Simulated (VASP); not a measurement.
# Te2Mo (P6_3/mmc) in VASP: notebook

Runs on Te2Mo. Level: PBE. Tasks: single point.

All numbers are computed with VASP 6.6.1; they aren't measurements. Logs are shortened: lines on timing, memory, paths and dates and some standing lists are left out, and cuts for length are marked.

**Measured values to compare with.**

“Broadband infrared study of pressure-tunable Fano resonance and metallization transition in 2H-MoTe2”, 2022, pmc:9569381 quotes, for a bulk crystal of Te2Mo at 300 K: band gap 0.88 ± 0.05 eV (indirect).

The runs below are set against these values where they give the same quantity.

### 1 The cell of the first run

Symmetry: P6_3/mmc, No. 194, hexagonal system. The conventional cell has a = 3.564 Å, b = 3.564 Å, c = 14.157 Å, α = 90.00°, β = 90.00°, γ = 120.00°. Within 3.6 Å of Te (site symmetry 3m) lie 3 Mo at 2.75 Å and 6 Te at 3.56 Å. Mo (site symmetry -6m2) has 6 Te at 2.75 Å and 6 Mo at 3.56 Å within 3.6 Å.

### 2 Single point, PBE

Input file INCAR:

```
SYSTEM = Te2Mo
PREC     = Accurate       ! precision mode
ENCUT    = 520            ! plane-wave cutoff, eV
EDIFF    = 1E-6           ! SCF threshold, eV
ISMEAR   = 1              ! smearing method
SIGMA    = 0.1            ! smearing width, eV
LREAL    = .FALSE.        ! projectors in reciprocal space
LASPH    = .TRUE.         ! aspherical terms in the spheres
NELM     = 80             ! most SCF steps
ALGO     = Normal         ! electronic algorithm
ISIF     = 2              ! what is computed and relaxed
LWAVE    = .FALSE.        ! write WAVECAR
LCHARG   = .FALSE.        ! write CHGCAR
GGA      = PE             ! functional
NBANDS   = 35             ! bands
```

Input file KPOINTS:

```
Automatic mesh
0
G
  9 9 2
  0 0 0
```

Input file POSCAR:

```
Te2Mo
1.0
    3.5644974145      0.0000000000      0.0000000000
   -1.7822487073      3.0869447295      0.0000000000
    0.0000000000      0.0000000000     14.1574842452
Te Mo
4 2
Direct
    0.3333333333      0.6666666667      0.6210000000
    0.6666666667      0.3333333333      0.1210000000
    0.3333333333      0.6666666667      0.8790000000
    0.6666666667      0.3333333333      0.3790000000
    0.3333333333      0.6666666667      0.2500000000
    0.6666666667      0.3333333333      0.7500000000
```

Potentials or basis: VASP PAW PBE potentials, release 64 (Te, Mo_sv).

Launch:

```bash
cat potpaw_PBE.64/Te/POTCAR potpaw_PBE.64/Mo_sv/POTCAR > POTCAR
mpirun -np 1 vasp_std > vasp.out
```

OUTCAR:

```text
SYSTEM = Te2Mo
   PREC = Accurate
   ENCUT = 520
   EDIFF = 1E-6
   ISMEAR = 1
   LREAL = .FALSE.
   LASPH = .TRUE.
   NELM = 80
   ISIF = 2
   GGA = PE

 ion  position               nearest neighbor table
   1  0.333  0.667  0.621-   6 2.75   6 2.75   6 2.75   3 3.65
   2  0.667  0.333  0.121-   5 2.75   5 2.75   5 2.75   4 3.65
   3  0.333  0.667  0.879-   6 2.75   6 2.75   6 2.75   1 3.65
   4  0.667  0.333  0.379-   5 2.75   5 2.75   5 2.75   2 3.65
   5  0.333  0.667  0.250-   2 2.75   4 2.75   2 2.75   4 2.75   2 2.75   4 2.75
   6  0.667  0.333  0.750-   1 2.75   3 2.75   1 2.75   3 2.75   1 2.75   3 2.75

  LATTYP: Found a hexagonal cell.
 ALAT       =     3.5644974145
 C/A-ratio  =     3.9718037633

  Lattice vectors:

 A1 = (   3.5644974145,   0.0000000000,   0.0000000000)
 A2 = (  -1.7822487073,   3.0869447295,   0.0000000000)
 A3 = (   0.0000000000,   0.0000000000,  14.1574842452)

Analysis of symmetry for initial positions (statically):
=====================================================================
 Subroutine PRICEL returns:
 Original cell was already a primitive cell.

 Routine SETGRP: Setting up the symmetry group for a
 hexagonal supercell.

 Subroutine GETGRP returns: Found 24 space group operations
 (whereof 12 operations were pure point group operations)
 out of a pool of 24 trial point group operations.

The static configuration has the point symmetry D_3d.
 The point group associated with its full space group is D_6h.

Analysis of symmetry for dynamics (positions and initial velocities):
=====================================================================
 Subroutine PRICEL returns:
 Original cell was already a primitive cell.

 Routine SETGRP: Setting up the symmetry group for a
 hexagonal supercell.

 Subroutine GETGRP returns: Found 24 space group operations
 (whereof 12 operations were pure point group operations)
 out of a pool of 24 trial point group operations.

The dynamic configuration has the point symmetry D_3d.
 The point group associated with its full space group is D_6h.

 Subroutine INISYM returns: Found 24 space group operations
 (whereof 12 operations are pure point group operations),
 and found     1 'primitive' translations

----------------------------------------------------------------------------------------

                                     Primitive cell

  volume of cell :     155.7806

  direct lattice vectors                    reciprocal lattice vectors
     3.564497414  0.000000000  0.000000000     0.280544459  0.161972450  0.000000000
    -1.782248707  3.086944729  0.000000000     0.000000000  0.323944899  0.000000000
     0.000000000  0.000000000 14.157484245     0.000000000  0.000000000  0.070634018

  length of vectors
     3.564497414  3.564496909 14.157484245     0.323944854  0.323944899  0.070634018

  position of ions in fractional coordinates (direct lattice)
     0.333333333  0.666666667  0.621000000
     0.666666667  0.333333333  0.121000000
     0.333333333  0.666666667  0.879000000
     0.666666667  0.333333333  0.379000000
     0.333333333  0.666666667  0.250000000
     0.666666667  0.333333333  0.750000000

  ion indices of the primitive-cell ions
   primitive index   ion index
                 1           1
                 2           2
                 3           3
                 4           4
                 5           5
                 6           6

----------------------------------------------------------------------------------------

 KPOINTS: Automatic mesh

Automatic generation of k-mesh.
 Grid dimensions read from file:
 generate k-points for:    9    9    2

 Generating k-lattice:

  Cartesian coordinates                     Fractional coordinates (reciprocal lattice)
     0.031171607  0.017996939  0.000000000     0.111111111  0.000000000  0.000000000
     0.000000000  0.035993878  0.000000000     0.000000000  0.111111111  0.000000000
     0.000000000  0.000000000  0.035317009     0.000000000  0.000000000  0.500000000

  Length of vectors
     0.035993873  0.035993878  0.035317009

  Shift w.r.t. Gamma in fractional coordinates (k-lattice)
     0.000000000  0.000000000  0.000000000

 Subroutine IBZKPT returns following result:
 ===========================================

 Found     24 irreducible k-points:

 Following reciprocal coordinates:
            Coordinates               Weight
  0.000000  0.000000  0.000000      1.000000
  0.111111  0.000000  0.000000      6.000000
  0.222222 -0.000000  0.000000      6.000000
  0.333333 -0.000000  0.000000      6.000000
  0.444444 -0.000000  0.000000      6.000000
  0.111111  0.111111  0.000000      6.000000
[... 16 lines left out ...]
  0.333333  0.222222  0.500000     12.000000
  0.333333  0.333333  0.500000      2.000000
   k-points           NKPTS =     24   k-points in BZ     NKDIM =     24   number of bands    NBANDS=     35
   number of dos      NEDOS =    301   number of ions     NIONS =      6
[... 32 lines left out ...]
   EFERMI_NEDOS =   21; number of points for ismear=-14 and -15
   IALGO  =     38    algorithm
   IMIX   =      4    mixing-type and parameters
     AMIX     =   0.40;   BMIX     =  1.00
     AMIX_MAG =   1.60;   BMIX_MAG =  1.00
  volume/ion in A,a.u.               =      25.96       175.21
  Fermi-wavevector in a.u.,A,eV,Ry     =   1.135634  2.146036 17.546937  1.289663
  Thomas-Fermi vector in A             =   2.272338
   LORBIT       =      0    0 simple, 1 ext, 2 COOP (PROOUT), +10 PAW based schemes
   GGA     = PE    functional components
   LHFCALC =     F    Hartree Fock is set to
   AEXX    =    0.0000 exact exchange contribution
   IVDW    =     0    specifies the selected vdW correction
   LEPSILON=     F    determine dielectric tensor
   LRPA    =     F    only Hartree local field effects (RPA)
 non-spin polarized calculation
 Methfessel and Paxton  Order N= 1 SIGMA  =   0.10
  energy-cutoff  :      520.00
  volume of cell :      155.78
 maximum number of plane-waves:      4241
 NGX is ok and might be reduce to    28
   NGX = 13   NGY = 13   NGZ = 53

 number of electron      52.0000001 magnetization

 Free energy of the ion-electron system (eV)
  ---------------------------------------------------
  ext. energy  EPLUGINS =         0.00000000
  ---------------------------------------------------
  free energy    TOTEN  =       -36.02306780 eV

  energy without entropy =      -36.02385345  energy(sigma->0) =      -36.02332969

 E-fermi :   7.6643     XC(G=0): -10.2570

 val. band max:        7.6347157589   @ k =   0.0000   0.0000   0.0000
 cond. band min:       8.4301935589   @ k =   0.2222   0.2222   0.0000
 fundamental gap:      0.7954778000
 Fermi energy:         7.6643498051

 k-point     1 :       0.0000    0.0000    0.0000
  band No.  band energies     occupation
      1     -53.2121      2.00000
      2     -53.2121      2.00000
      3     -27.3490      2.00000
      4     -27.3490      2.00000
      5     -27.2490      2.00000
      6     -27.2490      2.00000
[... 27 lines left out ...]
     34      10.8279      0.00000
     35      13.0658      0.00000

 k-point     2 :       0.1111    0.0000    0.0000
  band No.  band energies     occupation
      1     -53.2112      2.00000
      2     -53.2112      2.00000
      3     -27.3462      2.00000
      4     -27.3462      2.00000
      5     -27.2620      2.00000
      6     -27.2620      2.00000
[... 27 lines left out ...]
     34      10.7040      0.00000
     35      13.6807      0.00000

 k-point     3 :       0.2222   -0.0000    0.0000
  band No.  band energies     occupation
      1     -53.2088      2.00000
      2     -53.2088      2.00000
      3     -27.3392      2.00000
      4     -27.3392      2.00000
      5     -27.2946      2.00000
      6     -27.2946      2.00000
[... 27 lines left out ...]
     34      11.0061      0.00000
     35      13.7733      0.00000
[... 723 lines left out ...]
 k-point    23 :       0.3333    0.2222    0.5000
  band No.  band energies     occupation
      1     -53.2037      2.00000
      2     -53.2037      2.00000
      3     -27.3424      2.00000
      4     -27.3424      2.00000
      5     -27.3237      2.00000
      6     -27.3237      2.00000
[... 27 lines left out ...]
     34      11.0617      0.00000
     35      12.5376      0.00000

 k-point    24 :       0.3333    0.3333    0.5000
  band No.  band energies     occupation
      1     -53.2032      2.00000
      2     -53.2032      2.00000
      3     -27.3321      2.00000
      4     -27.3321      2.00000
      5     -27.3223      2.00000
      6     -27.3223      2.00000
[... 27 lines left out ...]
     34      11.1031      0.00000
     35      12.5311      0.00000

------------------------ aborting loop because EDIFF is reached ----------------------------------------

  FORCE on cell =-STRESS in cart. coord.  units (eV):
  Direction    XX          YY          ZZ          XY          YZ          ZX
  --------------------------------------------------------------------------------------
  -------------------------------------------------------------------------------------
  Total       -0.8280210     -0.8280207     -0.9970360      0.0000000     -0.0000000      0.0000000
  in kB       -8.5160600     -8.5160568    -10.2543507      0.0000000     -0.0000000      0.0000000
  external PRESSURE =      -9.0954891 kB  Pullay stress =       0.0000000 kB

 VOLUME and BASIS-vectors are now :
 -----------------------------------------------------------------------------
  energy-cutoff  :      520.00
  volume of cell :      155.78
      direct lattice vectors                 reciprocal lattice vectors
     3.564497414  0.000000000  0.000000000     0.280544459  0.161972450  0.000000000
    -1.782248707  3.086944729  0.000000000     0.000000000  0.323944899  0.000000000
     0.000000000  0.000000000 14.157484245     0.000000000  0.000000000  0.070634018

 POSITION                                       TOTAL-FORCE (eV/Angst)
 -----------------------------------------------------------------------------------
     -0.00000      2.05796      8.79180        -0.000000     -0.000000      0.326962
      1.78225      1.02898      1.71306        -0.000000     -0.000000      0.326962
     -0.00000      2.05796     12.44443         0.000000     -0.000000     -0.326962
      1.78225      1.02898      5.36569         0.000000     -0.000000     -0.326962
     -0.00000      2.05796      3.53937        -0.000000      0.000000     -0.000000
      1.78225      1.02898     10.61811         0.000000      0.000000     -0.000000
 -----------------------------------------------------------------------------------
    total drift:                               -0.000000      0.000000     -0.000000

  FREE ENERGIE OF THE ION-ELECTRON SYSTEM (eV)
  ---------------------------------------------------
  free  energy   TOTEN  =       -36.0230678044 eV

  energy  without entropy=      -36.0238534485  energy(sigma->0) =      -36.02332969
```

Run time: 3.3 min. Hardware: 1 thread of AMD EPYC 7R13, shared host; peak memory 0.3 GiB.

What came out:

* Free energy: -36.0231 eV
* Pressure: -0.9 GPa
* Largest force: 0.327 eV/Å
* Band gap on the k mesh: 0.80 eV, indirect (least direct gap 0.99 eV)

Forces on the atoms (eV/Å):
```
Te   0.000  0.000  0.327
Te   0.000  0.000  0.327
Te   0.000  0.000 -0.327
Te   0.000  0.000 -0.327
Mo   0.000  0.000  0.000
Mo   0.000  0.000  0.000
```

Stress tensor (GPa, compression positive):
```
-0.85  0.00  0.00
 0.00 -0.85  0.00
 0.00  0.00 -1.03
```

Levels at points of the mesh, in eV from the valence-band top:
| k point | band 22 | band 23 | band 24 | band 25 | band 26 | band 27 | band 28 | band 29 | band 30 | band 31 |
| --- | --- | --- | --- | --- | --- | --- | --- | --- | --- | --- |
| (0.00, 0.00, 0.00) | -0.96 | -0.96 | -0.94 | -0.34 | 0.00 | 2.77 | 2.77 | 2.89 | 2.89 | 2.96 |
| (0.00, 0.00, 0.50) | -0.98 | -0.98 | -0.98 | -0.08 | -0.08 | 2.80 | 2.80 | 2.80 | 2.80 | 3.10 |

Caveat: spin-orbit coupling is left out, which moves the levels of the heavy elements; this functional lacks dispersion, which binds the layers, so the pressure and a relaxed spacing across them are unreliable.

### 3 Single point, PBE

This run uses another cell than the first one, of 26.96 Å³/atom, 1.038 times its volume.

Input file INCAR:

```
PREC     = Accurate       # precision mode
ENCUT    = 520            # plane-wave cutoff, eV
EDIFF    = 1E-7           # SCF threshold, eV
ISMEAR   = 1              # smearing method
SIGMA    = 0.1            # smearing width, eV
LREAL    = F              # projectors in reciprocal space
LASPH    = T              # aspherical terms in the spheres
NELM     = 100            # most SCF steps
ALGO     = Normal         # electronic algorithm
ISIF     = 2              # what is computed and relaxed
LWAVE    = F              # write WAVECAR
LCHARG   = T              # write CHGCAR
GGA      = PE             # functional
LELF     = T              # ELF
LVHAR    = T            
NBANDS   = 35             # bands
```

Input file KPOINTS:

```
Automatic mesh
0
Gamma
  9 9 2
```

POSCAR: that of step 2 with these lines changed.

```diff
@@ -2,5 +2,5 @@
 1.0
-    3.5644974145      0.0000000000      0.0000000000
-   -1.7822487073      3.0869447295      0.0000000000
-    0.0000000000      0.0000000000     14.1574842452
+    3.6096224254      0.0000000000      0.0000000000
+   -1.8048112127      3.1260241279      0.0000000000
+    0.0000000000      0.0000000000     14.3367119331
 Te Mo
```

Potentials or basis: VASP PAW PBE potentials, release 64 (Te, Mo_sv).

Launch:

```bash
cat potpaw_PBE.64/Te/POTCAR potpaw_PBE.64/Mo_sv/POTCAR > POTCAR
mpirun -np 1 vasp_std > vasp.out
```

Run time: 4.8 min. Hardware: 1 thread of AMD EPYC 7R13, shared host; peak memory 0.31 GiB.

The run converged. Its results:

```yaml
Free_energy: -35.9306 eV
Pressure: -4.0 GPa
Largest_force: 0.769 eV/Å
Band_gap_on_the_k_mesh: 0.81 eV, indirect (least direct gap 0.93 eV)
```

Forces on the atoms (eV/Å):
```
Te   0.000  0.000  0.769
Te   0.000  0.000  0.769
Te   0.000  0.000 -0.769
Te   0.000  0.000 -0.769
Mo   0.000  0.000  0.000
Mo   0.000  0.000  0.000
```

Stress tensor (GPa, compression positive):
```
-3.66  0.00  0.00
 0.00 -3.66  0.00
 0.00  0.00 -4.60
```

Levels at points of the mesh, in eV from the valence-band top:
```
           k point  band 24  band 25  band 26  band 27  band 28  band 29
(0.00, 0.00, 0.00)    -0.84    -0.36     0.00     2.64     2.64     2.76
(0.00, 0.00, 0.50)    -0.92    -0.08    -0.08     2.67     2.67     2.67
```

Caveat: spin-orbit coupling is left out, which moves the levels of the heavy elements; this functional lacks dispersion, which binds the layers, so the pressure and a relaxed spacing across them are unreliable. As with any semilocal functional, this PBE gap is likely too small.

### 4 Single point, PBE

This run uses another cell than the first one, of 27.96 Å³/atom, 1.077 times its volume.

Input file INCAR:

```
PREC = Accurate ; ENCUT = 520
EDIFF = 1E-7 ; ISMEAR = 1
SIGMA = 0.1 ; LREAL = F
LASPH = T ; NELM = 100
ALGO = Normal ; ISIF = 2
LWAVE = F ; LCHARG = F
GGA = PE ; NBANDS = 35
```

Input file KPOINTS:

```
regular mesh
0
Gamma
  9 9 2
```

POSCAR: that of step 3 with these lines changed.

```diff
@@ -2,5 +2,5 @@
 1.0
-    3.6096224254      0.0000000000      0.0000000000
-   -1.8048112127      3.1260241279      0.0000000000
-    0.0000000000      0.0000000000     14.3367119331
+    3.6536465498      0.0000000000      0.0000000000
+   -1.8268232749      3.1641501308      0.0000000000
+    0.0000000000      0.0000000000     14.5115671163
 Te Mo
```

Launch:

```bash
cat potpaw_PBE.64/Te/POTCAR potpaw_PBE.64/Mo_sv/POTCAR > POTCAR
mpirun -np 1 vasp_std > vasp.out
```

Wall time 5.1 min (1 thread of AMD EPYC 7R13, shared host); peak memory 0.31 GiB.

The run converged. Its results:

```yaml
Free_energy: -35.7346 eV
Pressure: -6.4 GPa
Largest_force: 1.145 eV/Å
Band_gap_on_the_k_mesh: 0.80 eV, indirect (least direct gap 0.89 eV)
```

Forces on the atoms (eV/Å):
```
Te   0.000  0.000  1.145
Te   0.000  0.000  1.145
Te   0.000  0.000 -1.145
Te   0.000  0.000 -1.145
Mo   0.000  0.000  0.000
Mo   0.000  0.000  0.000
```

Stress tensor (GPa, compression positive):
```
-5.92  0.00  0.00
 0.00 -5.92  0.00
 0.00  0.00 -7.49
```

Levels at points of the mesh, in eV from the valence-band top:
```csv
k point,band 24,band 25,band 26,band 27,band 28,band 29
"(0.00, 0.00, 0.00)",-0.76,-0.39,-0.02,2.50,2.50,2.61
"(0.00, 0.00, 0.50)",-0.89,-0.10,-0.10,2.53,2.53,2.53
```

Caveat: spin-orbit coupling is left out, which moves the levels of the heavy elements; this functional lacks dispersion, which binds the layers, so the pressure and a relaxed spacing across them are unreliable; forces of over 1 eV/Å act on the atoms, so gaps and moduli don't describe the material at rest. A k mesh can miss the band edges.

### 5 Overview

| cell | gap on the mesh (eV) | pressure (GPa) | largest force (eV/Å) |
| --- | --- | --- | --- |
| a = 3.564, b = 3.564, c = 14.157 Å, angles 90.0, 90.0, 120.0°, 6 atoms | 0.80 | -0.9 | 0.33 |
| a = 3.610, b = 3.610, c = 14.337 Å, angles 90.0, 90.0, 120.0°, 6 atoms | 0.81 | -4.0 | 0.77 |
| a = 3.654, b = 3.654, c = 14.512 Å, angles 90.0, 90.0, 120.0°, 6 atoms | 0.80 | -6.4 | 1.15 |

Alike in all rows: task single point; level PBE; potentials or basis VASP PAW PBE potentials, release 64 (Te, Mo_sv); no spin polarisation; k mesh 9 × 9 × 2; cutoff (eV) 520; smearing methfessel-paxton 0.1 eV.

Caveats: spin-orbit coupling is left out, which moves the levels of the heavy elements; this functional lacks dispersion, which binds the layers, so the pressure and a relaxed spacing across them are unreliable; forces of over 1 eV/Å act on the atoms, so gaps and moduli don't describe the material at rest (some runs).

Total energies depend on the potentials used, so only differences within one code and one set of settings carry meaning.

### 6 Against experiment

Step 2. Measured gap of Te2Mo: 0.88 eV (indirect; 300 K; quoted in “Broadband infrared study of pressure-tunable Fano resonance and metallization transition in 2H-MoTe2”, 2022, pmc:9569381). This calculation gives 0.80 eV (-0.08 eV). Spin-orbit coupling on Mo, Te is left out. The value is that of PBE on a finite k mesh, which can miss the band edges, without temperature or zero-point motion. Semilocal functionals fall short of measured gaps as a rule.
